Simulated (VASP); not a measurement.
# Zn (Fm-3m) in VASP: a series of runs

Zn is run at these levels: PBE; tasks: single point.

Everything below comes from runs of VASP 6.6.1. Logs are shortened: lines on timing, memory, paths and dates and some standing lists are left out, and cuts for length are marked.

### Step 1. The cell of the first run

It takes space group Fm-3m (No. 225, cubic). The conventional cell has a = 3.980 Å, b = 3.980 Å, c = 3.980 Å, α = 90.00°, β = 90.00°, γ = 90.00°. Zn (site symmetry m-3m) has 12 Zn at 2.81 Å within 3.7 Å.

### Step 2. Single point, PBE

The input, INCAR:

```
SYSTEM = Zn
ALGO = Normal ; EDIFF = 1E-7
ENCUT = 520 ; GGA = PE
ISIF = 2 ; ISMEAR = -1
LASPH = .TRUE. ; LCHARG = .FALSE.
LREAL = .FALSE. ; LWAVE = .FALSE.
NBANDS = 12 ; NELM = 100
PREC = Accurate ; SIGMA = 0.06122561905347299
```

The input, KPOINTS:

```
k-points
0
G
  16 16 16
  0 0 0
```

The input, POSCAR:

```
Zn
1.0
    0.0000000000      1.9898975966      1.9898975966
    1.9898975966      0.0000000000      1.9898975966
    1.9898975966      1.9898975966      0.0000000000
Zn
1
Direct
    0.0000000000      0.0000000000      0.0000000000
```

Potentials or basis: VASP PAW PBE potentials, release 64 (Zn).

Command:

```bash
cat potpaw_PBE.64/Zn/POTCAR > POTCAR
mpirun -np 1 vasp_std > vasp.out
```

OUTCAR:

```text
SYSTEM = Zn
   EDIFF = 1E-7
   ENCUT = 520
   GGA = PE
   ISIF = 2
   ISMEAR = -1
   LASPH = .TRUE.
   LREAL = .FALSE.
   NELM = 100
   PREC = Accurate

 ion  position               nearest neighbor table
   1  0.000  0.000  0.000-

  LATTYP: Found a face centered cubic cell.
 ALAT       =     3.9797951932

  Lattice vectors:

 A1 = (   0.0000000000,   1.9898975966,   1.9898975966)
 A2 = (   1.9898975966,   0.0000000000,   1.9898975966)
 A3 = (   1.9898975966,   1.9898975966,   0.0000000000)

Analysis of symmetry for initial positions (statically):
=====================================================================
 Subroutine PRICEL returns:
 Original cell was already a primitive cell.

 Routine SETGRP: Setting up the symmetry group for a
 face centered cubic supercell.

 Subroutine GETGRP returns: Found 48 space group operations
 (whereof 48 operations were pure point group operations)
 out of a pool of 48 trial point group operations.

The static configuration has the point symmetry O_h .

Analysis of symmetry for dynamics (positions and initial velocities):
=====================================================================
 Subroutine PRICEL returns:
 Original cell was already a primitive cell.

 Routine SETGRP: Setting up the symmetry group for a
 face centered cubic supercell.

 Subroutine GETGRP returns: Found 48 space group operations
 (whereof 48 operations were pure point group operations)
 out of a pool of 48 trial point group operations.

The dynamic configuration has the point symmetry O_h .

 Subroutine INISYM returns: Found 48 space group operations
 (whereof 48 operations are pure point group operations),
 and found     1 'primitive' translations

----------------------------------------------------------------------------------------

                                     Primitive cell

  volume of cell :      15.7588

  direct lattice vectors                    reciprocal lattice vectors
     0.000000000  1.989897597  1.989897597    -0.251269211  0.251269211  0.251269211
     1.989897597  0.000000000  1.989897597     0.251269211 -0.251269211  0.251269211
     1.989897597  1.989897597  0.000000000     0.251269211  0.251269211 -0.251269211

  length of vectors
     2.814140169  2.814140169  2.814140169     0.435211041  0.435211041  0.435211041

  position of ions in fractional coordinates (direct lattice)
     0.000000000  0.000000000  0.000000000

  ion indices of the primitive-cell ions
   primitive index   ion index
                 1           1

----------------------------------------------------------------------------------------

 KPOINTS: k-points

Automatic generation of k-mesh.
 Grid dimensions read from file:
 generate k-points for:   16   16   16

 Generating k-lattice:

  Cartesian coordinates                     Fractional coordinates (reciprocal lattice)
    -0.015704326  0.015704326  0.015704326     0.062500000  0.000000000  0.000000000
     0.015704326 -0.015704326  0.015704326     0.000000000  0.062500000  0.000000000
     0.015704326  0.015704326 -0.015704326     0.000000000  0.000000000  0.062500000

  Length of vectors
     0.027200690  0.027200690  0.027200690

  Shift w.r.t. Gamma in fractional coordinates (k-lattice)
     0.000000000  0.000000000  0.000000000

 Subroutine IBZKPT returns following result:
 ===========================================

 Found    145 irreducible k-points:

 Following reciprocal coordinates:
            Coordinates               Weight
  0.000000  0.000000  0.000000      1.000000
  0.062500  0.000000  0.000000      8.000000
  0.125000  0.000000  0.000000      8.000000
  0.187500  0.000000  0.000000      8.000000
  0.250000  0.000000  0.000000      8.000000
  0.312500  0.000000  0.000000      8.000000
[... 16 lines left out ...]
 -0.125000  0.062500  0.000000     24.000000
 -0.062500  0.062500  0.000000     12.000000
 [... further k-points ...]
   k-points           NKPTS =    145   k-points in BZ     NKDIM =    145   number of bands    NBANDS=     12
   number of dos      NEDOS =    301   number of ions     NIONS =      1
   total plane-waves  NPLWV =  13824
   dimension x,y,z NGX =    24 NGY =   24 NGZ =   24
   dimension x,y,z NGXF=    48 NGYF=   48 NGZF=   48
   ions per type =               1
   NGX,Y,Z   is equivalent  to a cutoff of  14.18, 14.18, 14.18 a.u.
   NGXF,Y,Z  is equivalent  to a cutoff of  28.36, 28.36, 28.36 a.u.
 SYSTEM =  Zn
   PREC   = accura    normal or accurate (medium, high low for compatibility)
   ISTART =      0    job   : 0-new  1-cont  2-samecut
   ICHARG =      2    charge: 1-file 2-atom 10-const
   ISPIN  =      1    spin polarized calculation?
   LNONCOLLINEAR =      F non collinear calculations
   LSORBIT =      F    spin-orbit coupling
   LASPH  =      T    aspherical Exc in radial PAW
   ENCUT  =  520.0 eV  38.22 Ry    6.18 a.u.   5.23  5.23  5.23*2*pi/ulx,y,z
   NELM   =    100;   NELMIN=  2; NELMDL= -5     # of ELM steps
   EDIFF  = 0.1E-06   stopping-criterion for ELM
   LREAL  =      F    real-space projection
   EDIFFG = 0.1E-05   stopping-criterion for IOM
   NSW    =      0    number of steps for IOM
   IBRION =     -1    ionic relax: 0-MD 1-quasi-New 2-CG
   NFREE  =      0    steps in history (QN), initial steepest desc. (CG)
   ISIF   =      2    stress and relaxation
   ISYM   =      2    0-nonsym 1-usesym 2-fastsym
   POTIM  = 0.5000    time-step for ionic-motion
   TEBEG  =    0.0;   TEEND  =   0.0 temperature during run
   PSTRESS=    0.0 pullay stress
   NELECT =      12.0000    total number of electrons
   NUPDOWN=      -1.0000    fix difference up-down
   EMIN   =  10.00;   EMAX   =-10.00  energy-range for DOS
   EFERMI =   0.00;   METHOD = LEGACY
   ISMEAR =    -1;   SIGMA  =   0.06  broadening in eV -4-tet -1-fermi 0-gaus
   EFERMI_NEDOS =   21; number of points for ismear=-14 and -15
   IALGO  =     38    algorithm
   IMIX   =      4    mixing-type and parameters
     AMIX     =   0.40;   BMIX     =  1.00
     AMIX_MAG =   1.60;   BMIX_MAG =  1.00
  volume/ion in A,a.u.               =      15.76       106.35
  Fermi-wavevector in a.u.,A,eV,Ry     =   1.494954  2.825054 30.407493  2.234888
  Thomas-Fermi vector in A             =   2.607161
   LORBIT       =      0    0 simple, 1 ext, 2 COOP (PROOUT), +10 PAW based schemes
   GGA     = PE    functional components
   LHFCALC =     F    Hartree Fock is set to
   AEXX    =    0.0000 exact exchange contribution
   IVDW    =     0    specifies the selected vdW correction
   LEPSILON=     F    determine dielectric tensor
   LRPA    =     F    only Hartree local field effects (RPA)
 non-spin polarized calculation
  energy-cutoff  :      520.00
  volume of cell :       15.76
 maximum number of plane-waves:       444
 NGX is ok and might be reduce to    24
   NGX = 11   NGY = 11   NGZ = 11

 number of electron      11.9999995 magnetization

 Free energy of the ion-electron system (eV)
  ---------------------------------------------------
  ext. energy  EPLUGINS =         0.00000000
  ---------------------------------------------------
  free energy    TOTEN  =        -1.07855662 eV

  energy without entropy =       -1.07271599  energy(sigma->0) =       -1.07563630

 E-fermi :   2.8244     XC(G=0): -11.3789

 val. band max:        2.8222122764   @ k =   0.4375   0.0000   0.0000
 cond. band min:       2.9046365109   @ k =  -0.3750   0.3125   0.0625
 fundamental gap:      0.0824242345
 Fermi energy:         2.8243752235

 k-point     1 :       0.0000    0.0000    0.0000
  band No.  band energies     occupation
      1      -7.2369      2.00000
      2      -4.7064      2.00000
      3      -4.7064      2.00000
      4      -4.7064      2.00000
      5      -4.3536      2.00000
      6      -4.3536      2.00000
      7      20.5613      0.00000
      8      20.5613      0.00000
      9      20.5613      0.00000
     10      21.4239      0.00000
     11      23.3934      0.00000
     12      23.3934      0.00000

 k-point     2 :       0.0625    0.0000    0.0000
  band No.  band energies     occupation
      1      -7.1221      2.00000
      2      -4.7152      2.00000
      3      -4.6938      2.00000
      4      -4.6938      2.00000
      5      -4.3571      2.00000
      6      -4.3571      2.00000
      7      18.6058      0.00000
      8      20.2012      0.00000
      9      20.2012      0.00000
     10      21.1626      0.00000
     11      23.9460      0.00000
     12      23.9460      0.00000

 k-point     3 :       0.1250    0.0000    0.0000
  band No.  band energies     occupation
      1      -6.7845      2.00000
      2      -4.7325      2.00000
      3      -4.6628      2.00000
      4      -4.6628      2.00000
      5      -4.3621      2.00000
      6      -4.3621      2.00000
      7      15.6305      0.00000
      8      19.5312      0.00000
      9      19.5312      0.00000
     10      21.0200      0.00000
     11      25.1750      0.00000
     12      25.1751      0.00000
[... 286 lines left out ...]
 k-point    23 :      -0.1250    0.0625    0.0000
  band No.  band energies     occupation
      1      -6.5292      2.00000
      2      -4.7583      2.00000
      3      -4.6405      2.00000
      4      -4.6294      2.00000
      5      -4.3968      2.00000
      6      -4.3228      2.00000
      7      14.7264      0.00000
      8      16.9408      0.00000
      9      20.7046      0.00000
     10      21.6344      0.00000
     11      24.3486      0.00000
     12      24.8516      0.00000

 k-point    24 :      -0.0625    0.0625    0.0000
  band No.  band energies     occupation
      1      -6.9328      2.00000
      2      -4.7344      2.00000
      3      -4.6766      2.00000
      4      -4.6659      2.00000
      5      -4.3776      2.00000
      6      -4.3450      2.00000
      7      17.6305      0.00000
      8      17.7578      0.00000
      9      20.8494      0.00000
     10      21.4373      0.00000
     11      23.6186      0.00000
     12      24.9686      0.00000

 [... further k-points ...]

------------------------ aborting loop because EDIFF is reached ----------------------------------------

  FORCE on cell =-STRESS in cart. coord.  units (eV):
  Direction    XX          YY          ZZ          XY          YZ          ZX
  --------------------------------------------------------------------------------------
  -------------------------------------------------------------------------------------
  Total       -0.2145285     -0.2145285     -0.2145285      0.0000000      0.0000000      0.0000000
  in kB      -21.8108910    -21.8108910    -21.8108910      0.0000000      0.0000000      0.0000000
  external PRESSURE =     -21.8108910 kB  Pullay stress =       0.0000000 kB

 VOLUME and BASIS-vectors are now :
 -----------------------------------------------------------------------------
  energy-cutoff  :      520.00
  volume of cell :       15.76
      direct lattice vectors                 reciprocal lattice vectors
     0.000000000  1.989897597  1.989897597    -0.251269211  0.251269211  0.251269211
     1.989897597  0.000000000  1.989897597     0.251269211 -0.251269211  0.251269211
     1.989897597  1.989897597  0.000000000     0.251269211  0.251269211 -0.251269211

 POSITION                                       TOTAL-FORCE (eV/Angst)
 -----------------------------------------------------------------------------------
      0.00000      0.00000      0.00000        -0.000000     -0.000000     -0.000000
 -----------------------------------------------------------------------------------
    total drift:                                0.000000      0.000000     -0.000000

  FREE ENERGIE OF THE ION-ELECTRON SYSTEM (eV)
  ---------------------------------------------------
  free  energy   TOTEN  =        -1.0785566194 eV

  energy  without entropy=       -1.0727159859  energy(sigma->0) =       -1.07563630
```

It took 8.1 s on 1 thread of Intel Xeon 6975P-C (Granite Rapids), shared host; peak memory 0.15 GiB.

Results:

- Free energy: -1.0786 eV
- Pressure: -2.2 GPa
- Band gap on the k mesh: zero (band 6 reaches 5.05 eV, above the bottom of band 7 at 1.38 eV)

Levels at points of the mesh, in eV from the Fermi level:
| k point | band 4 | band 5 | band 6 | band 7 | band 8 | band 9 |
| --- | --- | --- | --- | --- | --- | --- |
| (0.00, 0.00, 0.00) | -7.53 | -7.18 | -7.18 | 17.74 | 17.74 | 17.74 |
| (0.50, 0.00, 0.00) | -6.91 | -6.91 | -2.74 | -1.45 | 14.80 | 14.80 |
| (0.50, 0.50, 0.00) | -6.85 | -6.85 | -0.90 | 1.58 | 8.23 | 8.23 |

### Step 3. Single point, PBE

This run uses another cell than the first one, of 16.06 Å³/atom, 1.019 times its volume.

The input, INCAR:

```
ALGO = Normal
EDIFF = 1E-6
ENCUT = 520
GGA = PE
ISIF = 2
ISMEAR = -1
LASPH = True
LCHARG = False
LREAL = False
LWAVE = False
NBANDS = 12
NELM = 60
PREC = Accurate
SIGMA = 0.06122561905347299
```

The input, KPOINTS:

```
k-points
0
Gamma
  16 16 16
```

The input, POSCAR:

```
Zn
1.0
    0.0000000000      2.0025724453      2.0025724453
    2.0025724453      0.0000000000      2.0025724453
    2.0025724453      2.0025724453      0.0000000000
Zn
1
Direct
    0.0000000000      0.0000000000      0.0000000000
```

Potentials or basis: VASP PAW PBE potentials, release 64 (Zn).

Command:

```bash
cat potpaw_PBE.64/Zn/POTCAR > POTCAR
mpirun -np 1 vasp_std > vasp.out
```

Wall time 7.4 s (1 thread of Intel Xeon 6975P-C (Granite Rapids), shared host); peak memory 0.15 GiB.

It converged, with:

| Property | Result |
| --- | --- |
| Free energy | -1.0735 eV |
| Pressure | -3.1 GPa |
| Band gap on the k mesh | zero (band 6 reaches 4.91 eV, above the bottom of band 7 at 1.22 eV) |

Levels at points of the mesh, in eV from the Fermi level:
```csv
k point,band 3,band 4,band 5,band 6,band 7,band 8,band 9,band 10
"(0.00, 0.00, 0.00)",-7.48,-7.48,-7.14,-7.14,17.48,17.48,17.48,18.46
"(0.50, 0.00, 0.00)",-7.49,-6.89,-6.89,-2.66,-1.47,14.59,14.59,17.04
"(0.50, 0.50, 0.00)",-6.90,-6.82,-6.82,-0.86,1.52,8.14,8.14,11.71
```

### Step 4. Single point, PBE

This run uses another cell than the first one, of 16.06 Å³/atom, 1.019 times its volume.

The input, INCAR:

```
SYSTEM = Zn
ALGO = Normal
EDIFF = 1E-6
ENCUT = 520
GGA = PE
ISIF = 2
ISMEAR = -1
LASPH = .TRUE.
LCHARG = .TRUE.
LELF = .TRUE.
LREAL = .FALSE.
LVHAR = .TRUE.
LWAVE = .FALSE.
NBANDS = 12
NELM = 60
PREC = Accurate
SIGMA = 0.06122561905347299
```

The input, KPOINTS:

```
k-points
0
G
  16 16 16
  0 0 0
```

POSCAR is that of step 3.

Command:

```bash
cat potpaw_PBE.64/Zn/POTCAR > POTCAR
mpirun -np 1 vasp_std > vasp.out
```

It took 7.4 s on 1 thread of Intel Xeon 6975P-C (Granite Rapids), shared host; peak memory 0.15 GiB.

Results (log left out):

```yaml
Free_energy: -1.0735 eV
Pressure: -3.1 GPa
Band_gap_on_the_k_mesh: zero (band 6 reaches 4.91 eV, above the bottom of band 7 at 1.22 eV)
```

Levels at points of the mesh, in eV from the Fermi level:
```csv
k point,band 3,band 4,band 5,band 6,band 7,band 8,band 9,band 10
"(0.00, 0.00, 0.00)",-7.48,-7.48,-7.14,-7.14,17.48,17.48,17.48,18.46
"(0.50, 0.00, 0.00)",-7.49,-6.89,-6.89,-2.66,-1.47,14.59,14.59,17.04
"(0.50, 0.50, 0.00)",-6.90,-6.82,-6.82,-0.86,1.52,8.14,8.14,11.71
```
